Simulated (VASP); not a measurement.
# CuI (Fm-3m) in VASP: further runs, part 2 of 2

VASP 6.6.1. The steps go on from the part before.

## Step 4: Single point, PBE

Input file INCAR:

```
ALGO = Normal
EDIFF = 1E-6
ENCUT = 600
GGA = PE
GGA_COMPAT = F
ISIF = 2
ISMEAR = 0
LASPH = T
LCHARG = F
LREAL = F
LWAVE = F
NBANDS = 16
NELM = 120
PREC = Accurate
SIGMA = 0.025
```

Input file KPOINTS:

```
k-points
0
Gamma
  5 5 5
```

Input file POSCAR:

```
CuI
1.0
    0.0000000000      3.0287120000      3.0287120000
    3.0287120000      0.0000000000      3.0287120000
    3.0287120000      3.0287120000      0.0000000000
Cu I
1 1
Direct
    0.0000000000      0.0000000000      0.0000000000
    0.5000000000      0.5000000000      0.5000000000
```

Potentials or basis: VASP PAW PBE potentials, release 64 (Cu, I).

Run with:

```
cat potpaw_PBE.64/Cu/POTCAR potpaw_PBE.64/I/POTCAR > POTCAR
mpirun -np 1 vasp_std > vasp.out
```

OUTCAR:

```text
EDIFF = 1E-6
   ENCUT = 600
   GGA = PE
   ISIF = 2
   ISMEAR = 0
   LASPH = T
   LREAL = F
   NELM = 120
   PREC = Accurate

 ion  position               nearest neighbor table
   1  0.000  0.000  0.000-   2 3.03   2 3.03   2 3.03   2 3.03   2 3.03   2 3.03
   2  0.500  0.500  0.500-   1 3.03   1 3.03   1 3.03   1 3.03   1 3.03   1 3.03

  LATTYP: Found a face centered cubic cell.
 ALAT       =     6.0574240000

  Lattice vectors:

 A1 = (   0.0000000000,   3.0287120000,   3.0287120000)
 A2 = (   3.0287120000,   0.0000000000,   3.0287120000)
 A3 = (   3.0287120000,   3.0287120000,   0.0000000000)

Analysis of symmetry for initial positions (statically):
=====================================================================
 Subroutine PRICEL returns:
 Original cell was already a primitive cell.

 Routine SETGRP: Setting up the symmetry group for a
 face centered cubic supercell.

 Subroutine GETGRP returns: Found 48 space group operations
 (whereof 48 operations were pure point group operations)
 out of a pool of 48 trial point group operations.

The static configuration has the point symmetry O_h .

Analysis of symmetry for dynamics (positions and initial velocities):
=====================================================================
 Subroutine PRICEL returns:
 Original cell was already a primitive cell.

 Routine SETGRP: Setting up the symmetry group for a
 face centered cubic supercell.

 Subroutine GETGRP returns: Found 48 space group operations
 (whereof 48 operations were pure point group operations)
 out of a pool of 48 trial point group operations.

The dynamic configuration has the point symmetry O_h .

 Subroutine INISYM returns: Found 48 space group operations
 (whereof 48 operations are pure point group operations),
 and found     1 'primitive' translations

----------------------------------------------------------------------------------------

                                     Primitive cell

  volume of cell :      55.5653

  direct lattice vectors                    reciprocal lattice vectors
     0.000000000  3.028712000  3.028712000    -0.165086677  0.165086677  0.165086677
     3.028712000  0.000000000  3.028712000     0.165086677 -0.165086677  0.165086677
     3.028712000  3.028712000  0.000000000     0.165086677  0.165086677 -0.165086677

  length of vectors
     4.283245587  4.283245587  4.283245587     0.285938512  0.285938512  0.285938512

  position of ions in fractional coordinates (direct lattice)
     0.000000000  0.000000000  0.000000000
     0.500000000  0.500000000  0.500000000

  ion indices of the primitive-cell ions
   primitive index   ion index
                 1           1
                 2           2

----------------------------------------------------------------------------------------

 KPOINTS: k-points

Automatic generation of k-mesh.
 Grid dimensions read from file:
 generate k-points for:    5    5    5

 Generating k-lattice:

  Cartesian coordinates                     Fractional coordinates (reciprocal lattice)
    -0.033017335  0.033017335  0.033017335     0.200000000  0.000000000  0.000000000
     0.033017335 -0.033017335  0.033017335     0.000000000  0.200000000  0.000000000
     0.033017335  0.033017335 -0.033017335     0.000000000  0.000000000  0.200000000

  Length of vectors
     0.057187702  0.057187702  0.057187702

  Shift w.r.t. Gamma in fractional coordinates (k-lattice)
     0.000000000  0.000000000  0.000000000

 Subroutine IBZKPT returns following result:
 ===========================================

 Found     10 irreducible k-points:

 Following reciprocal coordinates:
            Coordinates               Weight
  0.000000  0.000000  0.000000      1.000000
  0.200000  0.000000  0.000000      8.000000
  0.400000  0.000000  0.000000      8.000000
  0.200000  0.200000  0.000000      6.000000
  0.400000  0.200000  0.000000     24.000000
 -0.400000  0.200000  0.000000     24.000000
 -0.200000  0.200000  0.000000     12.000000
  0.400000  0.400000  0.000000      6.000000
 -0.400000  0.400000  0.000000     12.000000
 -0.400000  0.400000  0.200000     24.000000
   k-points           NKPTS =     10   k-points in BZ     NKDIM =     10   number of bands    NBANDS=     16
   number of dos      NEDOS =    301   number of ions     NIONS =      2
   total plane-waves  NPLWV =  46656
   dimension x,y,z NGX =    36 NGY =   36 NGZ =   36
   dimension x,y,z NGXF=    72 NGYF=   72 NGZF=   72
   ions per type =               1   1
   NGX,Y,Z   is equivalent  to a cutoff of  13.97, 13.97, 13.97 a.u.
   NGXF,Y,Z  is equivalent  to a cutoff of  27.95, 27.95, 27.95 a.u.
 SYSTEM =  unknown system
   PREC   = accura    normal or accurate (medium, high low for compatibility)
   ISTART =      0    job   : 0-new  1-cont  2-samecut
   ICHARG =      2    charge: 1-file 2-atom 10-const
   ISPIN  =      1    spin polarized calculation?
   LNONCOLLINEAR =      F non collinear calculations
   LSORBIT =      F    spin-orbit coupling
   LASPH  =      T    aspherical Exc in radial PAW
   ENCUT  =  600.0 eV  44.10 Ry    6.64 a.u.   8.55  8.55  8.55*2*pi/ulx,y,z
   NELM   =    120;   NELMIN=  2; NELMDL= -5     # of ELM steps
   EDIFF  = 0.1E-05   stopping-criterion for ELM
   LREAL  =      F    real-space projection
   EDIFFG = 0.1E-04   stopping-criterion for IOM
   NSW    =      0    number of steps for IOM
   IBRION =     -1    ionic relax: 0-MD 1-quasi-New 2-CG
   NFREE  =      0    steps in history (QN), initial steepest desc. (CG)
   ISIF   =      2    stress and relaxation
   ISYM   =      2    0-nonsym 1-usesym 2-fastsym
   POTIM  = 0.5000    time-step for ionic-motion
   TEBEG  =    0.0;   TEEND  =   0.0 temperature during run
   PSTRESS=    0.0 pullay stress
   NELECT =      18.0000    total number of electrons
   NUPDOWN=      -1.0000    fix difference up-down
   EMIN   =  10.00;   EMAX   =-10.00  energy-range for DOS
   EFERMI =   0.00;   METHOD = LEGACY
   ISMEAR =     0;   SIGMA  =   0.03  broadening in eV -4-tet -1-fermi 0-gaus
   EFERMI_NEDOS =   21; number of points for ismear=-14 and -15
   IALGO  =     38    algorithm
   IMIX   =      4    mixing-type and parameters
     AMIX     =   0.40;   BMIX     =  1.00
     AMIX_MAG =   1.60;   BMIX_MAG =  1.00
  volume/ion in A,a.u.               =      27.78       187.49
  Fermi-wavevector in a.u.,A,eV,Ry     =   1.124340  2.124695 17.199677  1.264141
  Thomas-Fermi vector in A             =   2.261011
   LORBIT       =      0    0 simple, 1 ext, 2 COOP (PROOUT), +10 PAW based schemes
   GGA     = PE    functional components
   LHFCALC =     F    Hartree Fock is set to
   AEXX    =    0.0000 exact exchange contribution
   IVDW    =     0    specifies the selected vdW correction
   LEPSILON=     F    determine dielectric tensor
   LRPA    =     F    only Hartree local field effects (RPA)
 non-spin polarized calculation
 Gauss-broadening in eV      SIGMA  =   0.03
  energy-cutoff  :      600.00
  volume of cell :       55.57
 maximum number of plane-waves:      1875
 NGX is ok and might be reduce to    36
   NGX = 17   NGY = 17   NGZ = 17

 number of electron      18.0000005 magnetization

 Free energy of the ion-electron system (eV)
  ---------------------------------------------------
  ext. energy  EPLUGINS =         0.00000000
  ---------------------------------------------------
  free energy    TOTEN  =        -4.93300814 eV

  energy without entropy =       -4.93300814  energy(sigma->0) =       -4.93300814

 E-fermi :   4.3140     XC(G=0):  -9.2122

 val. band max:        4.1684057648   @ k =  -0.2000   0.2000   0.0000
 cond. band min:       4.4392428280   @ k =   0.4000   0.4000   0.0000
 fundamental gap:      0.2708370632
 Fermi energy:         4.3140151857

 k-point     1 :       0.0000    0.0000    0.0000
  band No.  band energies     occupation
      1      -9.0773      2.00000
      2       2.6297      2.00000
      3       2.6297      2.00000
      4       2.6297      2.00000
      5       2.8772      2.00000
      6       2.8772      2.00000
[... 8 lines left out ...]
     15      12.5788      0.00000
     16      12.5788      0.00000
[... 153 lines left out ...]
 k-point    10 :      -0.4000    0.4000    0.2000
  band No.  band energies     occupation
      1      -8.3592      2.00000
      2      -0.0959      2.00000
      3       0.7936      2.00000
      4       1.0800      2.00000
      5       3.0107      2.00000
      6       3.0578      2.00000
[... 8 lines left out ...]
     15      14.6921      0.00000
     16      16.8631      0.00000

------------------------ aborting loop because EDIFF is reached ----------------------------------------

  FORCE on cell =-STRESS in cart. coord.  units (eV):
  Direction    XX          YY          ZZ          XY          YZ          ZX
  --------------------------------------------------------------------------------------
  -------------------------------------------------------------------------------------
  Total       -1.5962680     -1.5962680     -1.5962680     -0.0000000      0.0000000      0.0000000
  in kB      -46.0269764    -46.0269764    -46.0269764     -0.0000000      0.0000000      0.0000000
  external PRESSURE =     -46.0269764 kB  Pullay stress =       0.0000000 kB

 VOLUME and BASIS-vectors are now :
 -----------------------------------------------------------------------------
  energy-cutoff  :      600.00
  volume of cell :       55.57
      direct lattice vectors                 reciprocal lattice vectors
     0.000000000  3.028712000  3.028712000    -0.165086677  0.165086677  0.165086677
     3.028712000  0.000000000  3.028712000     0.165086677 -0.165086677  0.165086677
     3.028712000  3.028712000  0.000000000     0.165086677  0.165086677 -0.165086677

 POSITION                                       TOTAL-FORCE (eV/Angst)
 -----------------------------------------------------------------------------------
      0.00000      0.00000      0.00000        -0.000000     -0.000000     -0.000000
      3.02871      3.02871      3.02871         0.000000      0.000000      0.000000
 -----------------------------------------------------------------------------------
    total drift:                                0.000000      0.000000      0.000000

  FREE ENERGIE OF THE ION-ELECTRON SYSTEM (eV)
  ---------------------------------------------------
  free  energy   TOTEN  =        -4.9330081370 eV

  energy  without entropy=       -4.9330081370  energy(sigma->0) =       -4.93300814
```

OSZICAR:

```text
N       E                     dE             d eps       ncg     rms          rms(c)
DAV:   1     0.103358005140E+03    0.10336E+03   -0.87954E+03   320   0.137E+03
DAV:   2     0.299162421253E+01   -0.10037E+03   -0.91673E+02   320   0.240E+02
DAV:   3    -0.487223084108E+01   -0.78639E+01   -0.76793E+01   456   0.706E+01
DAV:   4    -0.509569206299E+01   -0.22346E+00   -0.22337E+00   392   0.103E+01
DAV:   5    -0.510089915515E+01   -0.52071E-02   -0.52070E-02   464   0.161E+00    0.533E+00
DAV:   6    -0.510734383187E+01   -0.64447E-02   -0.24720E+00   360   0.365E+01    0.349E+00
DAV:   7    -0.493409950172E+01    0.17324E+00   -0.68508E-01   368   0.252E+01    0.144E+00
DAV:   8    -0.493624620017E+01   -0.21467E-02   -0.75938E-02   408   0.511E+00    0.621E-01
DAV:   9    -0.493294186323E+01    0.33043E-02   -0.15201E-02   448   0.317E+00    0.102E-01
DAV:  10    -0.493304621898E+01   -0.10436E-03   -0.59830E-04   512   0.476E-01    0.732E-02
DAV:  11    -0.493300565555E+01    0.40563E-04   -0.29196E-04   448   0.420E-01    0.247E-02
DAV:  12    -0.493300848014E+01   -0.28246E-05   -0.22931E-05   472   0.488E-02    0.990E-03
DAV:  13    -0.493300813703E+01    0.34311E-06   -0.28595E-06   336   0.386E-02
   1 F= -.49330081E+01 E0= -.49330081E+01  d E =-.858597E-14
```

It took 26 s on 1 thread of Intel Xeon Platinum 8488C (Sapphire Rapids), shared host; peak memory 0.19 GiB.

Results:

```yaml
Free_energy: -4.9330 eV
Pressure: -4.6 GPa
Band_gap_on_the_k_mesh: 0.27 eV, indirect (least direct gap 1.20 eV)
```

Caveat: spin-orbit coupling is left out, which moves the levels of the heavy elements. A k mesh can miss the band edges.

## Step 5: The runs side by side

```tsv
smearing	gap on the mesh (eV)	pressure (GPa)
fermi-dirac 0.1 eV	0.30	-4.8
methfessel-paxton 0.01 eV	0.27	-4.6
gaussian 0.025 eV	0.27	-4.6
```

Alike in all rows: task single point; level PBE; potentials or basis VASP PAW PBE potentials, release 64 (Cu, I); no spin polarisation; cell as given; k mesh 5 × 5 × 5; cutoff (eV) 600.

On the cell as given the gap runs from 0.27 eV (PBE) to 0.30 eV (PBE).

Caveats: spin-orbit coupling is left out, which moves the levels of the heavy elements.

Absolute energies hang on the potentials; compare differences alone.
